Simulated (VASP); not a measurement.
# Sb in VASP: single point with PBE+D3(BJ)

Aim: the single point of Sb with PBE+D3(BJ).

Everything below comes from runs of VASP 6.6.1. Logs are shortened: lines on timing, memory, paths and dates and some standing lists are left out, and cuts for length are marked.

## 1. The cell of the first run

The cell holds a sheet with vacuum, 2 atoms: a = 4.069 Å, b = 4.069 Å, c = 27.100 Å, α = 90.00°, β = 90.00°, γ = 120.00°.

## 2. Single point, PBE+D3(BJ)

File INCAR:

```
PREC = Accurate
ENCUT = 400
EDIFF = 1E-6
ISMEAR = 0
SIGMA = 0.03
LREAL = F
LASPH = T
NELM = 120
ALGO = Normal
ISIF = 2
LWAVE = F
LCHARG = F
LDIPOL = T
IDIPOL = 3
DIPOL = 0.5 0.5 0.289
GGA = PE
IVDW = 12
NBANDS = 12
GGA_COMPAT = F
NELMDL = -8
```

File KPOINTS:

```
Automatic mesh
0
Gamma
  12 12 1
```

File POSCAR:

```
Sb
1.0
    4.0685005365      0.0000000000      0.0000000000
   -2.0342502682      3.5234248199      0.0000000000
    0.0000000000      0.0000000000     27.1000000030
Sb
2
Direct
    0.3333333333      0.6666666667      0.2583030261
    0.6666666667      0.3333333333      0.3191877487
```

Potentials or basis: VASP PAW PBE potentials, release 64 (Sb).

Command:

```
> cat potpaw_PBE.64/Sb/POTCAR > POTCAR
> mpirun -np 1 vasp_std > vasp.out
```

OUTCAR:

```text
PREC = Accurate
   ENCUT = 400
   EDIFF = 1E-6
   ISMEAR = 0
   LREAL = F
   LASPH = T
   NELM = 120
   ISIF = 2
   GGA = PE
   IVDW = 12
   NELMDL = -8
 IVDW          = 12

 ion  position               nearest neighbor table
   1  0.333  0.667  0.258-   2 2.87   2 2.87   2 2.87
   2  0.667  0.333  0.319-   1 2.87   1 2.87   1 2.87

  LATTYP: Found a hexagonal cell.
 ALAT       =     4.0685005365
 C/A-ratio  =     6.6609306696

  Lattice vectors:

 A1 = (   4.0685005365,   0.0000000000,   0.0000000000)
 A2 = (  -2.0342502682,   3.5234248199,   0.0000000000)
 A3 = (   0.0000000000,   0.0000000000,  27.1000000030)

Analysis of symmetry for initial positions (statically):
=====================================================================
 Subroutine PRICEL returns:
 Original cell was already a primitive cell.

 Routine SETGRP: Setting up the symmetry group for a
 hexagonal supercell.

 Subroutine GETGRP returns: Found 12 space group operations
 (whereof  6 operations were pure point group operations)
 out of a pool of 24 trial point group operations.

The static configuration has the point symmetry C_3v.
 The point group associated with its full space group is D_3d.

Analysis of symmetry for dynamics (positions and initial velocities):
=====================================================================
 Subroutine PRICEL returns:
 Original cell was already a primitive cell.

 Routine SETGRP: Setting up the symmetry group for a
 hexagonal supercell.

 Subroutine GETGRP returns: Found 12 space group operations
 (whereof  6 operations were pure point group operations)
 out of a pool of 24 trial point group operations.

The dynamic configuration has the point symmetry C_3v.
 The point group associated with its full space group is D_3d.

 Subroutine INISYM returns: Found 12 space group operations
 (whereof  6 operations are pure point group operations),
 and found     1 'primitive' translations

----------------------------------------------------------------------------------------

                                     Primitive cell

  volume of cell :     388.4800

  direct lattice vectors                    reciprocal lattice vectors
     4.068500537  0.000000000  0.000000000     0.245790800  0.141907384  0.000000000
    -2.034250268  3.523424820  0.000000000     0.000000000  0.283814769  0.000000000
     0.000000000  0.000000000 27.100000003     0.000000000  0.000000000  0.036900369

  length of vectors
     4.068500537  4.068500536 27.100000003     0.283814769  0.283814769  0.036900369

  position of ions in fractional coordinates (direct lattice)
     0.333333333  0.666666667  0.258303026
     0.666666667  0.333333333  0.319187749

  ion indices of the primitive-cell ions
   primitive index   ion index
                 1           1
                 2           2

----------------------------------------------------------------------------------------

 KPOINTS: Automatic mesh

Automatic generation of k-mesh.
 Grid dimensions read from file:
 generate k-points for:   12   12    1

 Generating k-lattice:

  Cartesian coordinates                     Fractional coordinates (reciprocal lattice)
     0.020482567  0.011825615  0.000000000     0.083333333  0.000000000  0.000000000
     0.000000000  0.023651231  0.000000000     0.000000000  0.083333333  0.000000000
     0.000000000  0.000000000  0.036900369     0.000000000  0.000000000  1.000000000

  Length of vectors
     0.023651231  0.023651231  0.036900369

  Shift w.r.t. Gamma in fractional coordinates (k-lattice)
     0.000000000  0.000000000  0.000000000

 Subroutine IBZKPT returns following result:
 ===========================================

 Found     19 irreducible k-points:

 Following reciprocal coordinates:
            Coordinates               Weight
  0.000000  0.000000  0.000000      1.000000
  0.083333  0.000000  0.000000      6.000000
  0.166667  0.000000  0.000000      6.000000
  0.250000  0.000000  0.000000      6.000000
  0.333333  0.000000  0.000000      6.000000
  0.416667  0.000000  0.000000      6.000000
[... 11 lines left out ...]
  0.333333  0.250000  0.000000     12.000000
  0.333333  0.333333  0.000000      2.000000
   k-points           NKPTS =     19   k-points in BZ     NKDIM =     19   number of bands    NBANDS=     12
   number of dos      NEDOS =    301   number of ions     NIONS =      2
   total plane-waves  NPLWV = 141120
   dimension x,y,z NGX =    28 NGY =   28 NGZ =  180
   dimension x,y,z NGXF=    56 NGYF=   56 NGZF=  360
   ions per type =               2
   NGX,Y,Z   is equivalent  to a cutoff of  11.44, 11.44, 11.04 a.u.
   NGXF,Y,Z  is equivalent  to a cutoff of  22.88, 22.88, 22.08 a.u.
 SYSTEM =  unknown system
   PREC   = accura    normal or accurate (medium, high low for compatibility)
   ISTART =      0    job   : 0-new  1-cont  2-samecut
   ICHARG =      2    charge: 1-file 2-atom 10-const
   ISPIN  =      1    spin polarized calculation?
   LNONCOLLINEAR =      F non collinear calculations
   LSORBIT =      F    spin-orbit coupling
   LASPH  =      T    aspherical Exc in radial PAW
   ENCUT  =  400.0 eV  29.40 Ry    5.42 a.u.   6.63  6.63 44.19*2*pi/ulx,y,z
   NELM   =    120;   NELMIN=  2; NELMDL= -8     # of ELM steps
   EDIFF  = 0.1E-05   stopping-criterion for ELM
   LREAL  =      F    real-space projection
   EDIFFG = 0.1E-04   stopping-criterion for IOM
   NSW    =      0    number of steps for IOM
   IBRION =     -1    ionic relax: 0-MD 1-quasi-New 2-CG
   NFREE  =      0    steps in history (QN), initial steepest desc. (CG)
   ISIF   =      2    stress and relaxation
   ISYM   =      2    0-nonsym 1-usesym 2-fastsym
   POTIM  = 0.5000    time-step for ionic-motion
   TEBEG  =    0.0;   TEEND  =   0.0 temperature during run
   PSTRESS=    0.0 pullay stress
   NELECT =      10.0000    total number of electrons
   NUPDOWN=      -1.0000    fix difference up-down
   EMIN   =  10.00;   EMAX   =-10.00  energy-range for DOS
   EFERMI =   0.00;   METHOD = LEGACY
   ISMEAR =     0;   SIGMA  =   0.03  broadening in eV -4-tet -1-fermi 0-gaus
   EFERMI_NEDOS =   21; number of points for ismear=-14 and -15
   IALGO  =     38    algorithm
   IMIX   =      4    mixing-type and parameters
     AMIX     =   0.40;   BMIX     =  1.00
     AMIX_MAG =   1.60;   BMIX_MAG =  1.00
  volume/ion in A,a.u.               =     194.24      1310.80
  Fermi-wavevector in a.u.,A,eV,Ry     =   0.483376  0.913449  3.179036  0.233653
  Thomas-Fermi vector in A             =   1.482506
   LORBIT       =      0    0 simple, 1 ext, 2 COOP (PROOUT), +10 PAW based schemes
   GGA     = PE    functional components
   LHFCALC =     F    Hartree Fock is set to
   AEXX    =    0.0000 exact exchange contribution
   IVDW    =    12    specifies the selected vdW correction
   LEPSILON=     F    determine dielectric tensor
   LRPA    =     F    only Hartree local field effects (RPA)
 non-spin polarized calculation
 Gauss-broadening in eV      SIGMA  =   0.03
  energy-cutoff  :      400.00
  volume of cell :      388.48
 maximum number of plane-waves:      7125
 NGX is ok and might be reduce to    28
   NGX = 13   NGY = 13   NGZ = 89

 dipolmoment           0.000000      0.000000      0.000001 electrons x Angstroem

 number of electron      10.0000000 magnetization

 dipolmoment           0.000000      0.000000     -0.000000 electrons x Angstroem

 Free energy of the ion-electron system (eV)
  ---------------------------------------------------
  ext. energy  EPLUGINS =         0.00000000
  ---------------------------------------------------
  free energy    TOTEN  =        -8.10045045 eV

  energy without entropy =       -8.10045045  energy(sigma->0) =       -8.10045045

 E-fermi :  -2.8347     XC(G=0):  -2.0127

 val. band max:       -2.9640682571   @ k =   0.0000   0.0000   0.0000
 cond. band min:      -1.7763538834   @ k =   0.3333   0.0000   0.0000
 fundamental gap:      1.1877143736
 Fermi energy:        -2.8347499273

 k-point     1 :       0.0000    0.0000    0.0000
  band No.  band energies     occupation
      1     -14.4602      2.00000
      2      -9.3911      2.00000
      3      -3.7289      2.00000
      4      -2.9641      2.00000
      5      -2.9641      2.00000
      6      -1.3269      0.00000
      7      -0.1653      0.00000
      8      -0.1653      0.00000
      9       1.2221      0.00000
     10       1.4941      0.00000
     11       1.9360      0.00000
     12       2.2248      0.00000

 k-point     2 :       0.0833    0.0000    0.0000
  band No.  band energies     occupation
      1     -14.3839      2.00000
      2      -9.3821      2.00000
      3      -3.7190      2.00000
      4      -3.6915      2.00000
      5      -3.1430      2.00000
      6      -0.8446      0.00000
      7      -0.2474      0.00000
      8       0.0043      0.00000
      9       1.3295      0.00000
     10       1.5796      0.00000
     11       2.0192      0.00000
     12       2.3113      0.00000

 k-point     3 :       0.1667    0.0000    0.0000
  band No.  band energies     occupation
      1     -14.1573      2.00000
      2      -9.3897      2.00000
      3      -4.8404      2.00000
      4      -3.6130      2.00000
      5      -3.5379      2.00000
      6      -1.2128      0.00000
      7       0.3268      0.00000
      8       0.3602      0.00000
      9       1.5824      0.00000
     10       1.8347      0.00000
     11       2.2615      0.00000
     12       2.5577      0.00000
[... 211 lines left out ...]
 k-point    18 :       0.3333    0.2500    0.0000
  band No.  band energies     occupation
      1     -12.0621      2.00000
      2     -11.0638      2.00000
      3      -6.4706      2.00000
      4      -5.2441      2.00000
      5      -4.5267      2.00000
      6      -1.3991      0.00000
      7       0.1683      0.00000
      8       0.6911      0.00000
      9       3.2754      0.00000
     10       3.7966      0.00000
     11       4.0756      0.00000
     12       4.5155      0.00000

 k-point    19 :       0.3333    0.3333    0.0000
  band No.  band energies     occupation
      1     -11.5503      2.00000
      2     -11.5503      2.00000
      3      -6.6487      2.00000
      4      -4.8763      2.00000
      5      -4.8763      2.00000
      6      -1.6079      0.00000
      7       0.5577      0.00000
      8       0.5577      0.00000
      9       3.5643      0.00000
     10       4.3581      0.00000
     11       4.3581      0.00000
     12       4.8152      0.00000

------------------------ aborting loop because EDIFF is reached ----------------------------------------

 vacuum level on the upper side and lower side of the slab       (xc-potential included)        -0.007        -0.007

 Edisp (eV)   -0.47323

 E8    (eV) :    -0.2355

  FORCE on cell =-STRESS in cart. coord.  units (eV):
  Direction    XX          YY          ZZ          XY          YZ          ZX
  --------------------------------------------------------------------------------------
  -------------------------------------------------------------------------------------
  Total       0.02145     0.02145     0.14379     0.00000     0.00000     0.00000
  in kB       0.08848     0.08848     0.59302     0.00000     0.00000     0.00000
  external pressure =        0.26 kB  Pullay stress =        0.00 kB

 VOLUME and BASIS-vectors are now :
 -----------------------------------------------------------------------------
  energy-cutoff  :      400.00
  volume of cell :      388.48
      direct lattice vectors                 reciprocal lattice vectors
     4.068500537  0.000000000  0.000000000     0.245790800  0.141907384  0.000000000
    -2.034250268  3.523424820  0.000000000     0.000000000  0.283814769  0.000000000
     0.000000000  0.000000000 27.100000003     0.000000000  0.000000000  0.036900369

 POSITION                                       TOTAL-FORCE (eV/Angst)
 -----------------------------------------------------------------------------------
     -0.00000      2.34895      7.00001        -0.000000     -0.000000     -0.090767
      2.03425      1.17447      8.64999         0.000000      0.000000      0.090767
 -----------------------------------------------------------------------------------
    total drift:                                0.000000     -0.000000     -0.000003

  FREE ENERGIE OF THE ION-ELECTRON SYSTEM (eV)
  ---------------------------------------------------
  free  energy   TOTEN  =        -8.5736823940 eV

  energy  without entropy=       -8.5736823940  energy(sigma->0) =       -8.57368239

 vacuum level on the upper side and lower side of the slab         1.763         1.763
```

Run time: 2.6 min. Hardware: 1 thread of Intel Xeon 8259CL, shared host; peak memory 0.36 GiB.

Results:

```
Free energy                : -8.5737 eV
Largest force              : 0.091 eV/Å
Band gap on the k mesh     : 1.19 eV, indirect (least direct gap 1.64 eV)
Dispersion energy per atom : -0.237 eV
```

Forces in eV/Å, atoms in the order of the input:
```
Sb   0.000  0.000 -0.091
Sb   0.000  0.000  0.091
```

Caveat: spin-orbit coupling is left out, which moves the levels of the heavy elements.
